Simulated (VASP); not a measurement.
A run of VASP 6.6.1:

INCAR

```
SYSTEM = Os
  PREC = Accurate
  ENCUT = 520
  EDIFF = 1E-6
  ISMEAR = 0
  SIGMA = 0.15
  LREAL = .FALSE.
  LASPH = .TRUE.
  NELM = 100
  ALGO = Normal
  ISIF = 2
  LWAVE = .FALSE.
  LCHARG = .FALSE.
  GGA = PS
  NBANDS = 15
```

KPOINTS

```
Automatic mesh
0
G
  18 18 12
  0 0 0
```

POSCAR

```
Os
1.0
    2.8024524749      0.0000000000      0.0000000000
   -1.4012262375      2.4269950362      0.0000000000
    0.0000000000      0.0000000000      4.3197000000
Os
2
Direct
    0.3333333333      0.6666666667      0.2500000000
    0.6666666667      0.3333333333      0.7500000000
```

Potentials or basis: VASP PAW PBE potentials, release 64 (Os).

Run with:

```console
$ cat potpaw_PBE.64/Os/POTCAR > POTCAR
$ mpirun -np 1 vasp_std > vasp.out
```

Hardware: 1 thread of Intel Xeon 8259CL (shared host).

How long does it take, and how much memory?

It took 65 s on 1 thread of Intel Xeon 8259CL, with other jobs on the host, peak memory 0.2 GiB. Counts: scf iterations 12, k points 259.
